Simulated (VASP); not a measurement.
# Zn2Si2N (P4/mmm) in VASP: notebook

The runs below take Zn2Si2N through single point, relaxation of cell and atoms, with PBE.

All numbers are computed with VASP 6.6.1; they aren't measurements. Logs are shortened: lines on timing, memory, paths and dates and some standing lists are left out, and cuts for length are marked.

## (1) The cell of the first run

The structure is tetragonal, space group P4/mmm (No. 123). The conventional cell has a = 4.463 Å, b = 4.463 Å, c = 4.888 Å, α = 90.00°, β = 90.00°, γ = 90.00°. Zn (site symmetry 4/mmm) has 4 Si at 2.23 Å and 2 Zn at 2.44 Å within 3.0 Å. Zn (site symmetry 4/mmm) has 2 Zn at 2.44 Å within 3.2 Å. Within 3.0 Å of Si (site symmetry mmm) lie 2 Zn at 2.23 Å and 2 N at 2.23 Å. Within 3.0 Å of N (site symmetry 4/mmm) lie 4 Si at 2.23 Å.

## (2) Single point, PBE

The input, INCAR:

```
SYSTEM = Zn2Si2N
  PREC = Accurate
  ENCUT = 520
  EDIFF = 1E-6
  ISMEAR = 0
  SIGMA = 0.1
  LREAL = .False.
  LASPH = .True.
  NELM = 60
  ALGO = Normal
  ISIF = 2
  LWAVE = .False.
  LCHARG = .False.
  GGA = PE
  NBANDS = 26
```

The input, KPOINTS:

```
regular mesh
0
Gamma
  4 4 4
  0 0 0
```

The input, POSCAR:

```
Zn2Si2N
1.0
    4.4634621597      0.0000000000      0.0000000000
    0.0000000000      4.4634621597      0.0000000000
    0.0000000000      0.0000000000      4.8884672743
Zn Si N
2 2 1
Direct
    0.0000000000      0.0000000000      0.5000000000
    0.0000000000      0.0000000000      0.0000000000
    0.5000000000      0.0000000000      0.5000000000
    0.0000000000      0.5000000000      0.5000000000
    0.5000000000      0.5000000000      0.5000000000
```

Potentials or basis: VASP PAW PBE potentials, release 64 (Zn, Si, N).

Started as:

```console
cat potpaw_PBE.64/Zn/POTCAR potpaw_PBE.64/Si/POTCAR potpaw_PBE.64/N/POTCAR > POTCAR
mpirun -np 1 vasp_std > vasp.out
```

OUTCAR:

```text
SYSTEM = Zn2Si2N
   PREC = Accurate
   ENCUT = 520
   EDIFF = 1E-6
   ISMEAR = 0
   LREAL = .False.
   LASPH = .True.
   NELM = 60
   ISIF = 2
   GGA = PE

 ion  position               nearest neighbor table
   1  0.000  0.000  0.500-   3 2.23   4 2.23   4 2.23   3 2.23   2 2.44   2 2.44
   2  0.000  0.000  0.000-   1 2.44   1 2.44
   3  0.500  0.000  0.500-   1 2.23   5 2.23   5 2.23   1 2.23
   4  0.000  0.500  0.500-   1 2.23   5 2.23   1 2.23   5 2.23
   5  0.500  0.500  0.500-   3 2.23   4 2.23   3 2.23   4 2.23

  LATTYP: Found a simple tetragonal cell.
 ALAT       =     4.4634621597
 C/A-ratio  =     1.0952187113

  Lattice vectors:

 A1 = (   4.4634621597,   0.0000000000,   0.0000000000)
 A2 = (   0.0000000000,   4.4634621597,   0.0000000000)
 A3 = (   0.0000000000,   0.0000000000,   4.8884672743)

Analysis of symmetry for initial positions (statically):
=====================================================================
 Subroutine PRICEL returns:
 Original cell was already a primitive cell.

 Routine SETGRP: Setting up the symmetry group for a
 simple tetragonal supercell.

 Subroutine GETGRP returns: Found 16 space group operations
 (whereof 16 operations were pure point group operations)
 out of a pool of 16 trial point group operations.

The static configuration has the point symmetry D_4h.

Analysis of symmetry for dynamics (positions and initial velocities):
=====================================================================
 Subroutine PRICEL returns:
 Original cell was already a primitive cell.

 Routine SETGRP: Setting up the symmetry group for a
 simple tetragonal supercell.

 Subroutine GETGRP returns: Found 16 space group operations
 (whereof 16 operations were pure point group operations)
 out of a pool of 16 trial point group operations.

The dynamic configuration has the point symmetry D_4h.

 Subroutine INISYM returns: Found 16 space group operations
 (whereof 16 operations are pure point group operations),
 and found     1 'primitive' translations

----------------------------------------------------------------------------------------

                                     Primitive cell

  volume of cell :      97.3905

  direct lattice vectors                    reciprocal lattice vectors
     4.463462160  0.000000000  0.000000000     0.224041330  0.000000000  0.000000000
     0.000000000  4.463462160  0.000000000     0.000000000  0.224041330  0.000000000
     0.000000000  0.000000000  4.888467274     0.000000000  0.000000000  0.204563096

  length of vectors
     4.463462160  4.463462160  4.888467274     0.224041330  0.224041330  0.204563096

  position of ions in fractional coordinates (direct lattice)
     0.000000000  0.000000000  0.500000000
     0.000000000  0.000000000  0.000000000
     0.500000000  0.000000000  0.500000000
     0.000000000  0.500000000  0.500000000
     0.500000000  0.500000000  0.500000000

  ion indices of the primitive-cell ions
   primitive index   ion index
                 1           1
                 2           2
                 3           3
                 4           4
                 5           5

----------------------------------------------------------------------------------------

 KPOINTS: regular mesh

Automatic generation of k-mesh.
 Grid dimensions read from file:
 generate k-points for:    4    4    4

 Generating k-lattice:

  Cartesian coordinates                     Fractional coordinates (reciprocal lattice)
     0.056010333  0.000000000  0.000000000     0.250000000  0.000000000  0.000000000
     0.000000000  0.056010333  0.000000000     0.000000000  0.250000000  0.000000000
     0.000000000  0.000000000  0.051140774     0.000000000  0.000000000  0.250000000

  Length of vectors
     0.056010333  0.056010333  0.051140774

  Shift w.r.t. Gamma in fractional coordinates (k-lattice)
     0.000000000  0.000000000  0.000000000

 Subroutine IBZKPT returns following result:
 ===========================================

 Found     18 irreducible k-points:

 Following reciprocal coordinates:
            Coordinates               Weight
  0.000000  0.000000  0.000000      1.000000
  0.250000  0.000000  0.000000      4.000000
  0.500000  0.000000  0.000000      2.000000
  0.250000  0.250000  0.000000      4.000000
  0.500000  0.250000  0.000000      4.000000
  0.500000  0.500000  0.000000      1.000000
[... 10 lines left out ...]
  0.500000  0.250000  0.500000      4.000000
  0.500000  0.500000  0.500000      1.000000
   k-points           NKPTS =     18   k-points in BZ     NKDIM =     18   number of bands    NBANDS=     26
   number of dos      NEDOS =    301   number of ions     NIONS =      5
   total plane-waves  NPLWV =  46656
   dimension x,y,z NGX =    36 NGY =   36 NGZ =   36
   dimension x,y,z NGXF=    72 NGYF=   72 NGZF=   72
   ions per type =               2   2   1
   NGX,Y,Z   is equivalent  to a cutoff of  13.41, 13.41, 12.24 a.u.
   NGXF,Y,Z  is equivalent  to a cutoff of  26.82, 26.82, 24.49 a.u.
 SYSTEM =  Zn2Si2N
   PREC   = accura    normal or accurate (medium, high low for compatibility)
   ISTART =      0    job   : 0-new  1-cont  2-samecut
   ICHARG =      2    charge: 1-file 2-atom 10-const
   ISPIN  =      1    spin polarized calculation?
   LNONCOLLINEAR =      F non collinear calculations
   LSORBIT =      F    spin-orbit coupling
   LASPH  =      T    aspherical Exc in radial PAW
   ENCUT  =  520.0 eV  38.22 Ry    6.18 a.u.   8.30  8.30  9.09*2*pi/ulx,y,z
   NELM   =     60;   NELMIN=  2; NELMDL= -5     # of ELM steps
   EDIFF  = 0.1E-05   stopping-criterion for ELM
   LREAL  =      F    real-space projection
   EDIFFG = 0.1E-04   stopping-criterion for IOM
   NSW    =      0    number of steps for IOM
   IBRION =     -1    ionic relax: 0-MD 1-quasi-New 2-CG
   NFREE  =      0    steps in history (QN), initial steepest desc. (CG)
   ISIF   =      2    stress and relaxation
   ISYM   =      2    0-nonsym 1-usesym 2-fastsym
   POTIM  = 0.5000    time-step for ionic-motion
   TEBEG  =    0.0;   TEEND  =   0.0 temperature during run
   PSTRESS=    0.0 pullay stress
   NELECT =      37.0000    total number of electrons
   NUPDOWN=      -1.0000    fix difference up-down
   EMIN   =  10.00;   EMAX   =-10.00  energy-range for DOS
   EFERMI =   0.00;   METHOD = LEGACY
   ISMEAR =     0;   SIGMA  =   0.10  broadening in eV -4-tet -1-fermi 0-gaus
   EFERMI_NEDOS =   21; number of points for ismear=-14 and -15
   IALGO  =     38    algorithm
   IMIX   =      4    mixing-type and parameters
     AMIX     =   0.40;   BMIX     =  1.00
     AMIX_MAG =   1.60;   BMIX_MAG =  1.00
  volume/ion in A,a.u.               =      19.48       131.44
  Fermi-wavevector in a.u.,A,eV,Ry     =   1.185687  2.240623 19.127789  1.405853
  Thomas-Fermi vector in A             =   2.321875
   LORBIT       =      0    0 simple, 1 ext, 2 COOP (PROOUT), +10 PAW based schemes
   GGA     = PE    functional components
   LHFCALC =     F    Hartree Fock is set to
   AEXX    =    0.0000 exact exchange contribution
   IVDW    =     0    specifies the selected vdW correction
   LEPSILON=     F    determine dielectric tensor
   LRPA    =     F    only Hartree local field effects (RPA)
 non-spin polarized calculation
 Gauss-broadening in eV      SIGMA  =   0.10
  energy-cutoff  :      520.00
  volume of cell :       97.39
 maximum number of plane-waves:      2672
 NGX is ok and might be reduce to    36
   NGX = 17   NGY = 17   NGZ = 19

 number of electron      37.0000008 magnetization

 Free energy of the ion-electron system (eV)
  ---------------------------------------------------
  ext. energy  EPLUGINS =         0.00000000
  ---------------------------------------------------
  free energy    TOTEN  =       -16.54724936 eV

  energy without entropy =      -16.53998487  energy(sigma->0) =      -16.54361712

 E-fermi :   2.7414     XC(G=0):  -9.2152

 val. band max:        2.6654814014   @ k =   0.5000   0.2500   0.5000
 cond. band min:       2.7825096694   @ k =   0.5000   0.2500   0.5000
 fundamental gap:      0.1170282680
 Fermi energy:         2.7413556795

 k-point     1 :       0.0000    0.0000    0.0000
  band No.  band energies     occupation
      1     -11.3314      2.00000
      2      -6.4257      2.00000
      3      -6.0241      2.00000
      4      -5.8414      2.00000
      5      -5.5638      2.00000
      6      -5.5332      2.00000
[... 18 lines left out ...]
     25       8.9965      0.00000
     26       9.1226      0.00000

 k-point     2 :       0.2500    0.0000    0.0000
  band No.  band energies     occupation
      1     -11.1266      2.00000
      2      -6.7717      2.00000
      3      -6.1218      2.00000
      4      -5.8527      2.00000
      5      -5.6150      2.00000
      6      -5.5633      2.00000
[... 18 lines left out ...]
     25       8.4532      0.00000
     26       9.4535      0.00000

 k-point     3 :       0.5000    0.0000    0.0000
  band No.  band energies     occupation
      1     -10.8747      2.00000
      2      -7.3887      2.00000
      3      -5.9421      2.00000
      4      -5.8334      2.00000
      5      -5.6620      2.00000
      6      -5.5923      2.00000
[... 18 lines left out ...]
     25       8.8313      0.00000
     26      10.0150      0.00000

 k-point     4 :       0.2500    0.2500    0.0000
  band No.  band energies     occupation
      1     -10.9513      2.00000
      2      -6.5749      2.00000
      3      -6.3464      2.00000
      4      -5.8551      2.00000
      5      -5.5623      2.00000
      6      -5.5575      2.00000
[... 18 lines left out ...]
     25       8.0764      0.00000
     26       8.4547      0.00000
[... 322 lines left out ...]
      1     -10.9272      2.00000
      2      -6.4390      2.00000
      3      -6.3304      2.00000
      4      -5.5723      2.00000
      5      -5.4704      2.00000
      6      -5.4633      2.00000
[... 18 lines left out ...]
     25       8.8075      0.00000
     26       9.5670      0.00000

 k-point    17 :       0.5000    0.2500    0.5000
  band No.  band energies     occupation
      1     -10.7301      2.00000
      2      -6.7973      2.00000
      3      -5.9220      2.00000
      4      -5.6621      2.00000
      5      -5.4938      2.00000
      6      -5.4629      2.00000
[... 18 lines left out ...]
     25       8.6961      0.00000
     26       9.6520      0.00000

 k-point    18 :       0.5000    0.5000    0.5000
  band No.  band energies     occupation
      1     -10.5865      2.00000
      2      -5.9756      2.00000
      3      -5.7522      2.00000
      4      -5.6779      2.00000
      5      -5.6779      2.00000
      6      -5.4992      2.00000
[... 18 lines left out ...]
     25       9.7487      0.00000
     26       9.7673      0.00000

------------------------ aborting loop because EDIFF is reached ----------------------------------------

  FORCE on cell =-STRESS in cart. coord.  units (eV):
  Direction    XX          YY          ZZ          XY          YZ          ZX
  --------------------------------------------------------------------------------------
  -------------------------------------------------------------------------------------
  Total        0.0307086      0.0307086      0.0705331      0.0000000     -0.0000000     -0.0000000
  in kB        0.5051892      0.5051892      1.1603456      0.0000000     -0.0000000     -0.0000000
  external PRESSURE =       0.7235747 kB  Pullay stress =       0.0000000 kB

 VOLUME and BASIS-vectors are now :
 -----------------------------------------------------------------------------
  energy-cutoff  :      520.00
  volume of cell :       97.39
      direct lattice vectors                 reciprocal lattice vectors
     4.463462160  0.000000000  0.000000000     0.224041330  0.000000000  0.000000000
     0.000000000  4.463462160  0.000000000     0.000000000  0.224041330  0.000000000
     0.000000000  0.000000000  4.888467274     0.000000000  0.000000000  0.204563096

 POSITION                                       TOTAL-FORCE (eV/Angst)
 -----------------------------------------------------------------------------------
      0.00000      0.00000      2.44423         0.000000      0.000000      0.000000
      0.00000      0.00000      0.00000         0.000000      0.000000      0.000000
      2.23173      0.00000      2.44423         0.000000      0.000000      0.000000
      0.00000      2.23173      2.44423         0.000000      0.000000      0.000000
      2.23173      2.23173      2.44423         0.000000      0.000000      0.000000
 -----------------------------------------------------------------------------------
    total drift:                                0.000000      0.000000      0.000000

  FREE ENERGIE OF THE ION-ELECTRON SYSTEM (eV)
  ---------------------------------------------------
  free  energy   TOTEN  =       -16.5472493617 eV

  energy  without entropy=      -16.5399848719  energy(sigma->0) =      -16.54361712
```

Wall time 27 s (1 thread of Intel Xeon 6975P-C (Granite Rapids), shared host); peak memory 0.21 GiB.

What came out:

```
Free energy : -16.5472 eV
Pressure    : 0.1 GPa
```

## (3) Relaxation of cell and atoms, PBE

This run uses another cell than the first one, of 14.85 Å³/atom, 0.762 times its volume.

The input, INCAR:

```
SYSTEM = Zn2Si2N
PREC     = Accurate       ! precision mode
ENCUT    = 600            ! plane-wave cutoff, eV
EDIFF    = 1E-6           ! SCF threshold, eV
ISMEAR   = 0              ! smearing method
SIGMA    = 0.1            ! smearing width, eV
LREAL    = .FALSE.        ! projectors in reciprocal space
LASPH    = .TRUE.         ! aspherical terms in the spheres
NELM     = 60             ! most SCF steps
ALGO     = Normal         ! electronic algorithm
ISIF     = 3              ! what is computed and relaxed
LWAVE    = .FALSE.        ! write WAVECAR
LCHARG   = .FALSE.        ! write CHGCAR
GGA      = PE             ! functional
IBRION   = 2              ! ionic algorithm
NSW      = 90             ! ionic steps
EDIFFG   = -0.04          ! ionic threshold
```

The input, KPOINTS:

```
regular mesh
0
G
  4 4 4
  0 0 0
```

Edit POSCAR of step 2 so:

```diff
@@ -2,5 +2,5 @@
 1.0
-    4.4634621597      0.0000000000      0.0000000000
-    0.0000000000      4.4634621597      0.0000000000
-    0.0000000000      0.0000000000      4.8884672743
+    4.2372699100      0.0000000000      0.0000000000
+    0.0000000000      4.2372699100      0.0000000000
+    0.0000000000      0.0000000000      4.1341822500
 Zn Si N
```

Potentials or basis: VASP PAW PBE potentials, release 64 (Zn, Si, N).

Started as:

```console
cat potpaw_PBE.64/Zn/POTCAR potpaw_PBE.64/Si/POTCAR potpaw_PBE.64/N/POTCAR > POTCAR
mpirun -np 1 vasp_std > vasp.out
```

Run time: 3 min. Hardware: 1 thread of Intel Xeon 6975P-C (Granite Rapids), shared host; peak memory 0.22 GiB.

The run converged. Its results:

```
Free energy                            : -16.5386 eV
Relaxed volume                         : 19.48 Å³/atom
Relaxed cell                           : a = 4.465 Å, b = 4.465 Å, c = 4.884 Å, α = 90.00°, β = 90.00°, γ = 90.00°
Space group after relaxing (to 0.05 Å) : P4/mmm (No. 123)
Energy gained by relaxing              : 264.1 meV/atom
Ionic steps                            : 11
Pressure after relaxing                : 0.0 GPa
```

The path:
```
step  energy change (eV)  largest force (eV/Å)  pressure (GPa)  volume (Å³)
   1              0.0000                0.0000           24.69        74.23
   2             -1.1330                0.0000           -5.01       101.55
   3             -1.2494                0.0000           -0.37        93.16
   4             -1.2498                0.0000           -0.77        93.77
   5             -1.3042                0.0000            0.63        93.49
   6             -1.3049                0.0000            0.96        93.44
   7             -1.3115                0.0000            0.22        94.90
   8             -1.3134                0.0000           -0.44        96.33
   9             -1.3168                0.0000           -0.41        96.95
  10             -1.3195                0.0000           -0.45        98.00
  11             -1.3205                0.0000            0.02        97.38
```

Final structure:
```yaml
crystal:
  lattice:
    - [4.46537, 0.00000, 0.00000]
    - [0.00000, 4.46537, 0.00000]
    - [0.00000, 0.00000, 4.88383]
  atoms:
    - { symbol: Zn, position: [0.00000, 0.00000, 0.50000] }
    - { symbol: Zn, position: [0.00000, 0.00000, 0.00000] }
    - { symbol: Si, position: [0.50000, 0.00000, 0.50000] }
    - { symbol: Si, position: [0.00000, 0.50000, 0.50000] }
    - { symbol: N, position: [0.50000, 0.50000, 0.50000] }
```

Levels at points of the mesh, in eV from the Fermi level:
| k point | band 15 | band 16 | band 17 | band 18 | band 19 | band 20 | band 21 | band 22 |
| --- | --- | --- | --- | --- | --- | --- | --- | --- |
| (0.00, 0.00, 0.00) | -3.73 | -3.57 | -1.05 | -0.53 | -0.53 | 0.27 | 2.13 | 2.66 |
| (0.50, 0.00, 0.00) | -3.07 | -2.54 | -1.91 | -1.86 | 0.29 | 1.24 | 2.15 | 2.16 |
| (0.50, 0.50, 0.00) | -1.30 | -0.31 | -0.08 | -0.08 | 0.53 | 0.69 | 0.69 | 2.62 |
| (0.00, 0.00, 0.50) | -4.93 | -3.64 | -0.88 | -0.25 | -0.25 | 1.34 | 2.79 | 3.14 |
| (0.50, 0.00, 0.50) | -3.97 | -2.78 | -2.52 | -2.17 | 0.81 | 1.24 | 2.37 | 3.51 |
| (0.50, 0.50, 0.50) | -3.49 | -1.58 | -1.16 | -1.16 | 0.26 | 0.26 | 3.01 | 5.17 |

Caveat: the k points lie up to 0.35 Å⁻¹ apart in the final cell; the volume moved by over 15 % at a fixed basis, so the end points are rough.
